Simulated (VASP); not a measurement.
# BiTe (Fm-3m) in VASP: settings compared

The runs below take BiTe through single point, with PBEsol, BLYP.

Program: VASP 6.6.1. These are calculated values, not measurements. Logs are shortened: lines on timing, memory, paths and dates and some standing lists are left out, and cuts for length are marked.

### Step 1. The cell of the first run

Symmetry: Fm-3m, No. 225, cubic system. Conventional cell: a = 6.470 Å, b = 6.470 Å, c = 6.470 Å, α = 90.00°, β = 90.00°, γ = 90.00°. Within 4.3 Å of Bi (site symmetry m-3m) lie 6 Te at 3.23 Å. Te (site symmetry m-3m) has 6 Bi at 3.23 Å within 4.3 Å.

### Step 2. Single point, PBEsol

File INCAR:

```
SYSTEM = BiTe
ALGO = Normal ; EDIFF = 1E-6
ENCUT = 520 ; GGA = PS
ISIF = 2 ; ISMEAR = 0
LASPH = .TRUE. ; LCHARG = .TRUE.
LELF = .TRUE. ; LREAL = .FALSE.
LVHAR = .TRUE. ; LWAVE = .FALSE.
NBANDS = 18 ; NELM = 100
PREC = Accurate ; SIGMA = 0.1
```

File KPOINTS:

```
k-points
0
G
  7 7 7
  0 0 0
```

File POSCAR:

```
BiTe
1.0
    0.0000000000      3.2350000000      3.2350000000
    3.2350000000      0.0000000000      3.2350000000
    3.2350000000      3.2350000000      0.0000000000
Bi Te
1 1
Direct
    0.0000000000      0.0000000000      0.0000000000
    0.5000000000      0.5000000000      0.5000000000
```

Potentials or basis: VASP PAW PBE potentials, release 64 (Bi_d, Te).

Command:

```console
cat potpaw_PBE.64/Bi_d/POTCAR potpaw_PBE.64/Te/POTCAR > POTCAR
mpirun -np 1 vasp_std > vasp.out
```

OUTCAR:

```text
SYSTEM = BiTe
   EDIFF = 1E-6
   ENCUT = 520
   GGA = PS
   ISIF = 2
   ISMEAR = 0
   LASPH = .TRUE.
   LREAL = .FALSE.
   NELM = 100
   PREC = Accurate

 ion  position               nearest neighbor table
   1  0.000  0.000  0.000-   2 3.23   2 3.23   2 3.23   2 3.23   2 3.23   2 3.23
   2  0.500  0.500  0.500-   1 3.23   1 3.23   1 3.23   1 3.23   1 3.23   1 3.23

  LATTYP: Found a face centered cubic cell.
 ALAT       =     6.4700000000

  Lattice vectors:

 A1 = (   0.0000000000,   3.2350000000,   3.2350000000)
 A2 = (   3.2350000000,   0.0000000000,   3.2350000000)
 A3 = (   3.2350000000,   3.2350000000,   0.0000000000)

Analysis of symmetry for initial positions (statically):
=====================================================================
 Subroutine PRICEL returns:
 Original cell was already a primitive cell.

 Routine SETGRP: Setting up the symmetry group for a
 face centered cubic supercell.

 Subroutine GETGRP returns: Found 48 space group operations
 (whereof 48 operations were pure point group operations)
 out of a pool of 48 trial point group operations.

The static configuration has the point symmetry O_h .

Analysis of symmetry for dynamics (positions and initial velocities):
=====================================================================
 Subroutine PRICEL returns:
 Original cell was already a primitive cell.

 Routine SETGRP: Setting up the symmetry group for a
 face centered cubic supercell.

 Subroutine GETGRP returns: Found 48 space group operations
 (whereof 48 operations were pure point group operations)
 out of a pool of 48 trial point group operations.

The dynamic configuration has the point symmetry O_h .

 Subroutine INISYM returns: Found 48 space group operations
 (whereof 48 operations are pure point group operations),
 and found     1 'primitive' translations

----------------------------------------------------------------------------------------

                                     Primitive cell

  volume of cell :      67.7100

  direct lattice vectors                    reciprocal lattice vectors
     0.000000000  3.235000000  3.235000000    -0.154559505  0.154559505  0.154559505
     3.235000000  0.000000000  3.235000000     0.154559505 -0.154559505  0.154559505
     3.235000000  3.235000000  0.000000000     0.154559505  0.154559505 -0.154559505

  length of vectors
     4.574980874  4.574980874  4.574980874     0.267704916  0.267704916  0.267704916

[... 73 lines left out ...]
   ENCUT  =  520.0 eV  38.22 Ry    6.18 a.u.   8.51  8.51  8.51*2*pi/ulx,y,z
   NELM   =    100;   NELMIN=  2; NELMDL= -5     # of ELM steps
   EDIFF  = 0.1E-05   stopping-criterion for ELM
   LREAL  =      F    real-space projection
   EDIFFG = 0.1E-04   stopping-criterion for IOM
   NSW    =      0    number of steps for IOM
   IBRION =     -1    ionic relax: 0-MD 1-quasi-New 2-CG
   NFREE  =      0    steps in history (QN), initial steepest desc. (CG)
   ISIF   =      2    stress and relaxation
   ISYM   =      2    0-nonsym 1-usesym 2-fastsym
   POTIM  = 0.5000    time-step for ionic-motion
   TEBEG  =    0.0;   TEEND  =   0.0 temperature during run
   PSTRESS=    0.0 pullay stress
   NELECT =      21.0000    total number of electrons
   NUPDOWN=      -1.0000    fix difference up-down
   EMIN   =  10.00;   EMAX   =-10.00  energy-range for DOS
   EFERMI =   0.00;   METHOD = LEGACY
   ISMEAR =     0;   SIGMA  =   0.10  broadening in eV -4-tet -1-fermi 0-gaus
   EFERMI_NEDOS =   21; number of points for ismear=-14 and -15
   IALGO  =     38    algorithm
   IMIX   =      4    mixing-type and parameters
     AMIX     =   0.40;   BMIX     =  1.00
     AMIX_MAG =   1.60;   BMIX_MAG =  1.00
  volume/ion in A,a.u.               =      33.86       228.46
  Fermi-wavevector in a.u.,A,eV,Ry     =   1.108146  2.094092 16.707785  1.227988
  Thomas-Fermi vector in A             =   2.244669
   LORBIT       =      0    0 simple, 1 ext, 2 COOP (PROOUT), +10 PAW based schemes
   GGA     = PS    functional components
   LHFCALC =     F    Hartree Fock is set to
   AEXX    =    0.0000 exact exchange contribution
   IVDW    =     0    specifies the selected vdW correction
   LEPSILON=     F    determine dielectric tensor
   LRPA    =     F    only Hartree local field effects (RPA)
 non-spin polarized calculation
 Gauss-broadening in eV      SIGMA  =   0.10
  energy-cutoff  :      520.00
  volume of cell :       67.71
 maximum number of plane-waves:      1841
 NGX is ok and might be reduce to    36
   NGX = 17   NGY = 17   NGZ = 17

 number of electron      21.0000001 magnetization

 Free energy of the ion-electron system (eV)
  ---------------------------------------------------
  ext. energy  EPLUGINS =         0.00000000
  ---------------------------------------------------
  free energy    TOTEN  =        -7.95506012 eV

  energy without entropy =       -7.93910288  energy(sigma->0) =       -7.94708150

 E-fermi :   6.5175     XC(G=0):  -9.5914

 val. band max:        6.4955279562   @ k =  -0.4286   0.1429   0.0000
 cond. band min:       6.5275157516   @ k =  -0.4286   0.1429   0.0000
 fundamental gap:      0.0319877954
 Fermi energy:         6.5174732200

 k-point     1 :       0.0000    0.0000    0.0000
  band No.  band energies     occupation
      1     -16.5709      2.00000
      2     -16.5709      2.00000
      3     -16.5668      2.00000
      4     -16.5668      2.00000
      5     -16.5668      2.00000
      6      -7.0405      2.00000
[... 397 lines left out ...]
      5     -16.5568      2.00000
      6      -4.7732      2.00000
[... 10 lines left out ...]
     17      15.8638      0.00000
     18      16.7233      0.00000

------------------------ aborting loop because EDIFF is reached ----------------------------------------

  FORCE on cell =-STRESS in cart. coord.  units (eV):
  Direction    XX          YY          ZZ          XY          YZ          ZX
  --------------------------------------------------------------------------------------
  -------------------------------------------------------------------------------------
  Total       -0.6626771     -0.6626771     -0.6626771      0.0000000      0.0000000      0.0000000
  in kB      -15.6804932    -15.6804932    -15.6804932      0.0000000      0.0000000      0.0000000
  external PRESSURE =     -15.6804932 kB  Pullay stress =       0.0000000 kB

 VOLUME and BASIS-vectors are now :
 -----------------------------------------------------------------------------
  energy-cutoff  :      520.00
  volume of cell :       67.71
      direct lattice vectors                 reciprocal lattice vectors
     0.000000000  3.235000000  3.235000000    -0.154559505  0.154559505  0.154559505
     3.235000000  0.000000000  3.235000000     0.154559505 -0.154559505  0.154559505
     3.235000000  3.235000000  0.000000000     0.154559505  0.154559505 -0.154559505

 POSITION                                       TOTAL-FORCE (eV/Angst)
 -----------------------------------------------------------------------------------
      0.00000      0.00000      0.00000         0.000000      0.000000     -0.000000
      3.23500      3.23500      3.23500        -0.000000      0.000000      0.000000
 -----------------------------------------------------------------------------------
    total drift:                               -0.000000      0.000000      0.000000

  FREE ENERGIE OF THE ION-ELECTRON SYSTEM (eV)
  ---------------------------------------------------
  free  energy   TOTEN  =        -7.9550601156 eV

  energy  without entropy=       -7.9391028796  energy(sigma->0) =       -7.94708150
```

OSZICAR:

```text
N       E                     dE             d eps       ncg     rms          rms(c)
DAV:   1     0.157361694566E+03    0.15736E+03   -0.99329E+03   720   0.113E+03
DAV:   2     0.435516967728E+01   -0.15301E+03   -0.14912E+03   778   0.303E+02
DAV:   3    -0.764639068846E+01   -0.12002E+02   -0.11845E+02   928   0.894E+01
DAV:   4    -0.797016498547E+01   -0.32377E+00   -0.32323E+00   814   0.157E+01
DAV:   5    -0.798484967683E+01   -0.14685E-01   -0.14684E-01  1008   0.320E+00    0.650E+00
DAV:   6    -0.795461706005E+01    0.30233E-01   -0.88936E-02   998   0.198E+00    0.400E+00
DAV:   7    -0.795552260959E+01   -0.90555E-03   -0.24290E-02   812   0.881E-01    0.551E-01
DAV:   8    -0.795500717920E+01    0.51543E-03   -0.40908E-03   930   0.455E-01    0.973E-02
DAV:   9    -0.795506124556E+01   -0.54066E-04   -0.38018E-04   794   0.116E-01    0.343E-02
DAV:  10    -0.795506185355E+01   -0.60799E-06   -0.17161E-05   976   0.250E-02    0.242E-02
DAV:  11    -0.795506075376E+01    0.10998E-05   -0.44584E-06   834   0.123E-02    0.640E-03
DAV:  12    -0.795506011560E+01    0.63816E-06   -0.67810E-07   414   0.681E-03
   1 F= -.79550601E+01 E0= -.79470815E+01  d E =-.159572E-01
```

stdout:

```text
POSCAR found type information on POSCAR BiTe
 POSCAR found :  2 types and       2 ions
 scaLAPACK will be used
 -----------------------------------------------------------------------------
|                                                                             |
|                                                                             |
|     You enforced a specific xc type in the INCAR file but a different       |
|     I HOPE YOU KNOW WHAT YOU ARE DOING!                                     |
|                                                                             |
 -----------------------------------------------------------------------------

 LDA part: xc-table for (Slater+PW92), standard interpolation
 POSCAR, INCAR and KPOINTS ok, starting setup
 FFT: planning ... GRIDC
 FFT: planning ... GRID_SOFT
 FFT: planning ... GRID
 WAVECAR not read
 entering main loop
```

Run time: 62 s. Hardware: 1 thread of AMD EPYC 7R13, shared host; peak memory 0.18 GiB.

Results:

```yaml
Free_energy: -7.9551 eV
Pressure: -1.6 GPa
```

Caveat: the PAW data sets were made with another functional, which shifts forces and pressure a little; spin-orbit coupling is left out, which moves the levels of the heavy elements.

### Step 3. Single point, BLYP

File INCAR:

```
SYSTEM = BiTe
AGGAC = 1.0
AGGAX = 1.0
ALDAC = 0.0
ALDAX = 1.0
ALGO = Normal
EDIFF = 1E-7
ENCUT = 520
GGA = B5
ISIF = 2
ISMEAR = -1
LASPH = .TRUE.
LCHARG = .TRUE.
LELF = .TRUE.
LREAL = .FALSE.
LVHAR = .TRUE.
LWAVE = .FALSE.
NBANDS = 18
NELM = 80
PREC = Accurate
SIGMA = 0.02
```

KPOINTS is that of step 2.

POSCAR is that of step 2.

Potentials or basis: VASP PAW PBE potentials, release 64 (Bi_d, Te).

Command:

```console
cat potpaw_PBE.64/Bi_d/POTCAR potpaw_PBE.64/Te/POTCAR > POTCAR
mpirun -np 1 vasp_std > vasp.out
```

It took 1.7 min on 1 thread of AMD EPYC 7R13, shared host; peak memory 0.18 GiB.

The run converged. Its results:

* Free energy: -5.7995 eV
* Pressure: 4.6 GPa

Levels at points of the mesh, in eV from the Fermi level:
```
           k point  band 8  band 9  band 10  band 11  band 12  band 13
(0.00, 0.00, 0.00)   -2.60   -2.60    -2.60     2.05     2.05     2.05
```

Caveat: the PAW data sets were made with another functional, which shifts forces and pressure a little; spin-orbit coupling is left out, which moves the levels of the heavy elements.

[end of part 1 of 2]
